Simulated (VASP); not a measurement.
# Zr4Ag (I4/mmm) in VASP: a series of runs, part 2 of 2

VASP 6.6.1. The steps go on from the part before.

## (5) Single point, PBE

This run uses another cell than the first one, of 24.68 Å³/atom.

Input file INCAR:

```
SYSTEM = Zr4Ag
PREC = Accurate ; ENCUT = 520
EDIFF = 1E-6 ; ISMEAR = 0
SIGMA = 0.2 ; LREAL = .False.
LASPH = .True. ; NELM = 60
ALGO = Normal ; ISIF = 2
LWAVE = .False. ; LCHARG = .True.
GGA = PE ; LELF = .True.
LVHAR = .True. ; NBANDS = 38
```

Input file KPOINTS:

```
Automatic mesh
0
Gamma
  5 5 5
  0 0 0
```

Input file POSCAR:

```
Zr4Ag
1.0
   -2.7236098118      2.7236098118      4.1589338788
    2.7236098118     -2.7236098118      4.1589338788
    2.7236098118      2.7236098118     -4.1589338788
Zr Ag
4 1
Direct
    0.5000000000      0.0000000000      0.5000000000
    0.0000000000      0.5000000000      0.5000000000
    0.1783973429      0.1783973429      0.0000000000
    0.8216026571      0.8216026571      0.0000000000
    0.5000000000      0.5000000000      0.0000000000
```

Potentials or basis: VASP PAW PBE potentials, release 64 (Zr_sv, Ag).

Started as:

```sh
$ cat potpaw_PBE.64/Zr_sv/POTCAR potpaw_PBE.64/Ag/POTCAR > POTCAR
$ mpirun -np 1 vasp_std > vasp.out
```

OUTCAR:

```text
SYSTEM = Zr4Ag
   PREC = Accurate
   ENCUT = 520
   EDIFF = 1E-6
   ISMEAR = 0
   LREAL = .False.
   LASPH = .True.
   NELM = 60
   ISIF = 2
   GGA = PE

 ion  position               nearest neighbor table
   1  0.500  0.000  0.500-   5 2.72   5 2.72   3 3.10   3 3.10   4 3.10   4 3.10   4 3.82   3 3.82
                             3 3.82   4 3.82   2 3.85   2 3.85   2 3.85   2 3.85
   2  0.000  0.500  0.500-   5 2.72   5 2.72   3 3.10   3 3.10   4 3.10   4 3.10   4 3.82   3 3.82
                             3 3.82   4 3.82   1 3.85   1 3.85   1 3.85   1 3.85
   3  0.178  0.178  0.000-   5 2.68   4 2.97   1 3.10   2 3.10   2 3.10   1 3.10   1 3.82   2 3.82
                             2 3.82   1 3.82
   4  0.822  0.822  0.000-   5 2.68   3 2.97   1 3.10   2 3.10   1 3.10   2 3.10   1 3.82   2 3.82
                             1 3.82   2 3.82
   5  0.500  0.500  0.000-   3 2.68   4 2.68   1 2.72   2 2.72   1 2.72   2 2.72

  LATTYP: Found a body centered tetragonal cell.
 ALAT       =     5.4472196236
 C/A-ratio  =     1.5269932796

  Lattice vectors:

 A1 = (  -2.7236098118,   2.7236098118,   4.1589338788)
 A2 = (   2.7236098118,  -2.7236098118,   4.1589338788)
 A3 = (   2.7236098118,   2.7236098118,  -4.1589338788)

Analysis of symmetry for initial positions (statically):
=====================================================================
 Subroutine PRICEL returns:
 Original cell was already a primitive cell.

 Routine SETGRP: Setting up the symmetry group for a
 body centered tetragonal supercell.

 Subroutine GETGRP returns: Found 16 space group operations
 (whereof 16 operations were pure point group operations)
 out of a pool of 16 trial point group operations.

The static configuration has the point symmetry D_4h.

Analysis of symmetry for dynamics (positions and initial velocities):
=====================================================================
 Subroutine PRICEL returns:
 Original cell was already a primitive cell.

 Routine SETGRP: Setting up the symmetry group for a
 body centered tetragonal supercell.

 Subroutine GETGRP returns: Found 16 space group operations
 (whereof 16 operations were pure point group operations)
 out of a pool of 16 trial point group operations.

The dynamic configuration has the point symmetry D_4h.

 Subroutine INISYM returns: Found 16 space group operations
 (whereof 16 operations are pure point group operations),
 and found     1 'primitive' translations

----------------------------------------------------------------------------------------

                                     Primitive cell

  volume of cell :     123.4047

  direct lattice vectors                    reciprocal lattice vectors
    -2.723609812  2.723609812  4.158933879     0.000000000  0.183579894  0.120223118
     2.723609812 -2.723609812  4.158933879     0.183579894  0.000000000  0.120223118
     2.723609812  2.723609812 -4.158933879     0.183579894  0.183579894  0.000000000

  length of vectors
     5.668582876  5.668582876  5.668582876     0.219442875  0.219442875  0.259621176

  position of ions in fractional coordinates (direct lattice)
     0.500000000  0.000000000  0.500000000
     0.000000000  0.500000000  0.500000000
     0.178397343  0.178397343  0.000000000
     0.821602657  0.821602657  0.000000000
     0.500000000  0.500000000  0.000000000

  ion indices of the primitive-cell ions
[... 36 lines left out ...]
  0.200000 -0.000000  0.000000      8.000000
  0.400000 -0.000000  0.000000      8.000000
  0.200000  0.200000  0.000000      8.000000
  0.400000  0.200000  0.000000     16.000000
 -0.400000  0.200000 -0.000000     16.000000
[... 10 lines left out ...]
 -0.400000  0.400000  0.400000      4.000000
 -0.400000 -0.400000  0.400000      2.000000
   k-points           NKPTS =     18   k-points in BZ     NKDIM =     18   number of bands    NBANDS=     38
   number of dos      NEDOS =    301   number of ions     NIONS =      5
   total plane-waves  NPLWV =  74088
   dimension x,y,z NGX =    42 NGY =   42 NGZ =   42
   dimension x,y,z NGXF=    84 NGYF=   84 NGZF=   84
   ions per type =               4   1
   NGX,Y,Z   is equivalent  to a cutoff of  12.32, 12.32, 12.32 a.u.
   NGXF,Y,Z  is equivalent  to a cutoff of  24.64, 24.64, 24.64 a.u.
 SYSTEM =  Zr4Ag
   PREC   = accura    normal or accurate (medium, high low for compatibility)
   ISTART =      0    job   : 0-new  1-cont  2-samecut
   ICHARG =      2    charge: 1-file 2-atom 10-const
   ISPIN  =      1    spin polarized calculation?
   LNONCOLLINEAR =      F non collinear calculations
   LSORBIT =      F    spin-orbit coupling
   LASPH  =      T    aspherical Exc in radial PAW
   ENCUT  =  520.0 eV  38.22 Ry    6.18 a.u.  10.54 10.54 10.54*2*pi/ulx,y,z
   NELM   =     60;   NELMIN=  2; NELMDL= -5     # of ELM steps
   EDIFF  = 0.1E-05   stopping-criterion for ELM
   LREAL  =      F    real-space projection
   EDIFFG = 0.1E-04   stopping-criterion for IOM
   NSW    =      0    number of steps for IOM
   IBRION =     -1    ionic relax: 0-MD 1-quasi-New 2-CG
   NFREE  =      0    steps in history (QN), initial steepest desc. (CG)
   ISIF   =      2    stress and relaxation
   ISYM   =      2    0-nonsym 1-usesym 2-fastsym
   POTIM  = 0.5000    time-step for ionic-motion
   TEBEG  =    0.0;   TEEND  =   0.0 temperature during run
   PSTRESS=    0.0 pullay stress
   NELECT =      59.0000    total number of electrons
   NUPDOWN=      -1.0000    fix difference up-down
   EMIN   =  10.00;   EMAX   =-10.00  energy-range for DOS
   EFERMI =   0.00;   METHOD = LEGACY
   ISMEAR =     0;   SIGMA  =   0.20  broadening in eV -4-tet -1-fermi 0-gaus
   EFERMI_NEDOS =   21; number of points for ismear=-14 and -15
   IALGO  =     38    algorithm
   IMIX   =      4    mixing-type and parameters
     AMIX     =   0.40;   BMIX     =  1.00
     AMIX_MAG =   1.60;   BMIX_MAG =  1.00
  volume/ion in A,a.u.               =      24.68       166.56
  Fermi-wavevector in a.u.,A,eV,Ry     =   1.280113  2.419062 22.295714  1.638689
  Thomas-Fermi vector in A             =   2.412559
   LORBIT       =      0    0 simple, 1 ext, 2 COOP (PROOUT), +10 PAW based schemes
   GGA     = PE    functional components
   LHFCALC =     F    Hartree Fock is set to
   AEXX    =    0.0000 exact exchange contribution
   IVDW    =     0    specifies the selected vdW correction
   LEPSILON=     F    determine dielectric tensor
   LRPA    =     F    only Hartree local field effects (RPA)
 non-spin polarized calculation
 Gauss-broadening in eV      SIGMA  =   0.20
  energy-cutoff  :      520.00
  volume of cell :      123.40
 maximum number of plane-waves:      3375
 NGX is ok and might be reduce to    42
   NGX = 21   NGY = 21   NGZ = 21

 number of electron      58.9999995 magnetization

 Free energy of the ion-electron system (eV)
  ---------------------------------------------------
  ext. energy  EPLUGINS =         0.00000000
  ---------------------------------------------------
  free energy    TOTEN  =       -34.13409998 eV

  energy without entropy =      -33.92646490  energy(sigma->0) =      -34.03028244

 E-fermi :   7.6096     XC(G=0): -10.6446

 val. band max:        7.6092973480   @ k =   0.2000   0.2000   0.0000
 cond. band min:       7.6114217252   @ k =  -0.4000   0.2000  -0.0000
 fundamental gap:      0.0021243772
 Fermi energy:         7.6096037397

 k-point     1 :       0.0000    0.0000    0.0000
  band No.  band energies     occupation
      1     -41.3109      2.00000
      2     -41.2701      2.00000
      3     -41.1161      2.00000
      4     -41.0877      2.00000
      5     -19.5387      2.00000
      6     -19.5387      2.00000
[... 727 lines left out ...]
     37       9.2479      0.00000
     38       9.9407      0.00000

------------------------ aborting loop because EDIFF is reached ----------------------------------------

  FORCE on cell =-STRESS in cart. coord.  units (eV):
  Direction    XX          YY          ZZ          XY          YZ          ZX
  --------------------------------------------------------------------------------------
  -------------------------------------------------------------------------------------
  Total       -0.1886277     -0.1886277      0.2482436      0.0000000      0.0000000      0.0000000
  in kB       -2.4489744     -2.4489744      3.2229738      0.0000000      0.0000000      0.0000000
  external PRESSURE =      -0.5583250 kB  Pullay stress =       0.0000000 kB

 VOLUME and BASIS-vectors are now :
 -----------------------------------------------------------------------------
  energy-cutoff  :      520.00
  volume of cell :      123.40
      direct lattice vectors                 reciprocal lattice vectors
    -2.723609812  2.723609812  4.158933879     0.000000000  0.183579894  0.120223118
     2.723609812 -2.723609812  4.158933879     0.183579894  0.000000000  0.120223118
     2.723609812  2.723609812 -4.158933879     0.183579894  0.183579894  0.000000000

 POSITION                                       TOTAL-FORCE (eV/Angst)
 -----------------------------------------------------------------------------------
      0.00000      2.72361      0.00000         0.000000      0.000000      0.000000
      2.72361      0.00000      0.00000         0.000000      0.000000      0.000000
      0.00000      0.00000      1.48389        -0.000000     -0.000000     -0.034623
      0.00000      0.00000      6.83398         0.000000      0.000000      0.034623
      0.00000      0.00000      4.15893         0.000000      0.000000     -0.000000
 -----------------------------------------------------------------------------------
    total drift:                               -0.000000     -0.000000      0.000000

  FREE ENERGIE OF THE ION-ELECTRON SYSTEM (eV)
  ---------------------------------------------------
  free  energy   TOTEN  =       -34.1340999753 eV

  energy  without entropy=      -33.9264648970  energy(sigma->0) =      -34.03028244
```

OSZICAR:

```text
N       E                     dE             d eps       ncg     rms          rms(c)
DAV:   1     0.593697338127E+03    0.59370E+03   -0.30534E+04  1368   0.151E+03
DAV:   2     0.125786622083E+02   -0.58112E+03   -0.56839E+03  1484   0.445E+02
DAV:   3    -0.329791604918E+02   -0.45558E+02   -0.44406E+02  2274   0.919E+01
DAV:   4    -0.364101710947E+02   -0.34310E+01   -0.34089E+01  1984   0.226E+01
DAV:   5    -0.365996738340E+02   -0.18950E+00   -0.18941E+00  1976   0.459E+00    0.193E+01
DAV:   6    -0.345034534579E+02    0.20962E+01   -0.72123E+00  1604   0.165E+01    0.820E+00
DAV:   7    -0.341819009247E+02    0.32155E+00   -0.17701E+00  1922   0.741E+00    0.262E+00
DAV:   8    -0.341330404097E+02    0.48861E-01   -0.33452E-01  1808   0.347E+00    0.119E+00
DAV:   9    -0.341330410116E+02   -0.60189E-06   -0.46480E-02  1846   0.132E+00    0.791E-01
DAV:  10    -0.341343095292E+02   -0.12685E-02   -0.14287E-02  1832   0.846E-01    0.100E-01
DAV:  11    -0.341340704739E+02    0.23906E-03   -0.14616E-03  1746   0.243E-01    0.411E-02
DAV:  12    -0.341340968485E+02   -0.26375E-04   -0.93944E-05  2024   0.517E-02    0.203E-02
DAV:  13    -0.341341007464E+02   -0.38979E-05   -0.98835E-06  1848   0.223E-02    0.412E-03
DAV:  14    -0.341340999753E+02    0.77105E-06   -0.90394E-07  1064   0.620E-03
   1 F= -.34134100E+02 E0= -.34030282E+02  d E =-.207635E+00
```

Run time: 2.4 min. Hardware: 1 thread of Intel Xeon 8259CL, shared host; peak memory 0.29 GiB.

What came out:

```
Free energy            : -34.1341 eV
Pressure               : -0.1 GPa
Largest force          : 0.035 eV/Å
Band gap on the k mesh : zero (an odd number of electrons rules out a gap without spin polarisation)
```

Forces in eV/Å, atoms in the order of the input:
```
Zr   0.000  0.000  0.000
Zr   0.000  0.000  0.000
Zr   0.000  0.000 -0.035
Zr   0.000  0.000  0.035
Ag   0.000  0.000  0.000
```

Stress tensor (GPa, compression positive):
```
-0.24  0.00  0.00
 0.00 -0.24  0.00
 0.00  0.00  0.32
```

## (6) Single point, PBE

This run uses another cell than the first one, of 23.88 Å³/atom.

Input file INCAR:

```
  PREC = Accurate
  ENCUT = 520
  EDIFF = 1E-6
  ISMEAR = 0
  SIGMA = 0.2
  LREAL = F
  LASPH = T
  NELM = 100
  ALGO = Fast
  ISIF = 2
  LWAVE = F
  LCHARG = T
  GGA = PE
  LELF = T
  LVHAR = T
  NBANDS = 38
```

Input file KPOINTS:

```
regular mesh
0
Gamma
  6 6 6
```

Input file POSCAR:

```
Zr4Ag
1.0
   -2.0264581148      2.0264581148      7.2694459982
    2.0264581148     -2.0264581148      7.2694459982
    2.0264581148      2.0264581148     -7.2694459982
Zr Ag
4 1
Direct
    0.4094148269      0.4094148269      0.0000000000
    0.5905851731      0.5905851731      0.0000000000
    0.7500000000      0.2500000000      0.5000000000
    0.2500000000      0.7500000000      0.5000000000
    0.0000000000      0.0000000000      0.0000000000
```

Potentials or basis: VASP PAW PBE potentials, release 64 (Zr_sv, Ag).

Started as:

```sh
$ cat potpaw_PBE.64/Zr_sv/POTCAR potpaw_PBE.64/Ag/POTCAR > POTCAR
$ mpirun -np 1 vasp_std > vasp.out
```

OUTCAR:

```text
PREC = Accurate
   ENCUT = 520
   EDIFF = 1E-6
   ISMEAR = 0
   LREAL = F
   LASPH = T
   NELM = 100
   ISIF = 2
   GGA = PE

 ion  position               nearest neighbor table
   1  0.409  0.409  0.000-   2 2.63   3 3.08   4 3.08   4 3.08   3 3.08   5 3.15   5 3.15   5 3.15
                             5 3.15
   2  0.591  0.591  0.000-   1 2.63   3 3.08   4 3.08   3 3.08   4 3.08   5 3.15   5 3.15   5 3.15
                             5 3.15
   3  0.750  0.250  0.500-   4 2.87   4 2.87   4 2.87   4 2.87   1 3.08   2 3.08   1 3.08   2 3.08
[... 1195 lines left out ...]
  -------------------------------------------------------------------------------------
  Total       -0.0065398     -0.0065398      0.3402087      0.0000000      0.0000000      0.0000000
  in kB       -0.0877486     -0.0877486      4.5647753      0.0000000      0.0000000      0.0000000
  external PRESSURE =       1.4630927 kB  Pullay stress =       0.0000000 kB

 VOLUME and BASIS-vectors are now :
 -----------------------------------------------------------------------------
  energy-cutoff  :      520.00
  volume of cell :      119.41
      direct lattice vectors                 reciprocal lattice vectors
    -2.026458115  2.026458115  7.269445998     0.000000000  0.246735916  0.068781032
     2.026458115 -2.026458115  7.269445998     0.246735916  0.000000000  0.068781032
     2.026458115  2.026458115 -7.269445998     0.246735916  0.246735916  0.000000000

 POSITION                                       TOTAL-FORCE (eV/Angst)
 -----------------------------------------------------------------------------------
      0.00000      0.00000      5.95244        -0.000000     -0.000000      0.005430
      0.00000      0.00000      8.58645        -0.000000     -0.000000     -0.005430
      0.00000      2.02646      3.63472         0.000000      0.000000      0.000000
      2.02646      0.00000      3.63472         0.000000      0.000000      0.000000
      0.00000      0.00000      0.00000         0.000000      0.000000      0.000000
 -----------------------------------------------------------------------------------
    total drift:                               -0.000000     -0.000000      0.000000

  FREE ENERGIE OF THE ION-ELECTRON SYSTEM (eV)
  ---------------------------------------------------
  free  energy   TOTEN  =       -34.0712434830 eV

  energy  without entropy=      -33.9325475381  energy(sigma->0) =      -34.00189551
```

Run time: 22 min. Hardware: 1 thread of Intel Xeon 8259CL, shared host; peak memory 0.54 GiB.

Results:

```yaml
Free_energy: -34.0712 eV
Pressure: 0.1 GPa
Largest_force: 0.005 eV/Å
Band_gap_on_the_k_mesh: zero (an odd number of electrons rules out a gap without spin polarisation)
```

Forces on the atoms (eV/Å):
```
Zr   0.000  0.000  0.005
Zr   0.000  0.000 -0.005
Zr   0.000  0.000  0.000
Zr   0.000  0.000  0.000
Ag   0.000  0.000  0.000
```

Levels at points of the mesh, in eV from the Fermi level:
```csv
k point,band 28,band 29,band 30,band 31,band 32,band 33
"(0.00, 0.00, 0.00)",-1.41,-0.46,0.25,0.36,0.95,1.47
"(0.50, 0.00, 0.00)",-0.34,-0.11,-0.05,0.49,0.89,1.13
"(0.50, 0.50, 0.00)",-0.80,0.08,0.12,0.33,0.83,1.37
"(0.50, 0.50, 0.50)",-0.83,-0.53,-0.24,-0.24,0.57,0.66
```

## (7) Summary

| cell | k mesh | smearing | gap on the mesh (eV) | pressure (GPa) | largest force (eV/Å) |
| --- | --- | --- | --- | --- | --- |
| a = 5.670 Å, angles 122.8, 122.8, 85.3°, 5 atoms, atomic positions A | 8 × 8 × 8 | gaussian 0.1 eV | none | 0.0 | - |
| a = 5.548 Å, angles 103.6, 103.6, 122.1°, 5 atoms, atomic positions B | 4 × 4 × 4 | gaussian 0.2 eV | none | 0.1 | 0.03 |
| a = 5.679 Å, angles 123.0, 123.0, 84.9°, 5 atoms, atomic positions A | 5 × 5 × 5 | gaussian 0.2 eV | none | 0.1 | - |
| a = 5.669 Å, angles 122.6, 122.6, 85.6°, 5 atoms, atomic positions A | 5 × 5 × 5 | gaussian 0.2 eV | none | -0.1 | 0.03 |
| a = 7.814 Å, angles 149.9, 149.9, 43.0°, 5 atoms, atomic positions C | 6 × 6 × 6 | gaussian 0.2 eV | none | 0.1 | 0.01 |

Alike in all rows: task single point; level PBE; potentials or basis VASP PAW PBE potentials, release 64 (Zr_sv, Ag); no spin polarisation; cutoff (eV) 520.

Caveats: some runs use coarse meshes.

Total energies depend on the potentials used, so only differences within one code and one set of settings carry meaning.
